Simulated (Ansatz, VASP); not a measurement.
One calculation of Ge5P, two programs

```
CELL_PARAMETERS angstrom
3.35608 0.00000 0.00000
-1.67804 2.90645 0.00000
0.00000 0.00000 15.91843
ATOMIC_POSITIONS crystal
Ge 0.66667 0.33333 0.85337
Ge 0.00000 0.00000 0.67605
Ge 0.66667 0.33333 0.50000
Ge 0.00000 0.00000 0.32395
Ge 0.66667 0.33333 0.14663
P 0.00000 0.00000 0.00000
```

Change from the starting cell: species swapped into the Ca5Mg type (P-6m2, No. 187).

Alike in both runs: task single point; functional PBE; k mesh 6 × 6 × 1; occupations gaussian, width 0.1 eV; no spin polarisation.

```csv
,VASP,Ansatz
version,VASP 6.6.1,Ansatz 0.2.0
potentials or method,"VASP PAW PBE potentials, release 64 (Ge_d, P), cutoff 520 eV","scalar-relativistic, plane waves, PAW"
valence electrons in the cell,75,75
```

```csv
,VASP,Ansatz,Ansatz less VASP
gap on the k mesh at the Fermi level (eV),none,none,-
pressure (GPa),-10.9,-10.9,+0.05
"traceless stress, the component that is largest in VASP (GPa)",-0.58,-0.58,+0.002
rms of the force components (eV/Å),0.084,0.084,+0.0004
```

Atom by atom the forces differ by 0.000 eV/Å (rms over components). A gap of «none» marks a metal or a gap that the smearing closes.

The k mesh is coarse, so the values compare programs but aren't converged.
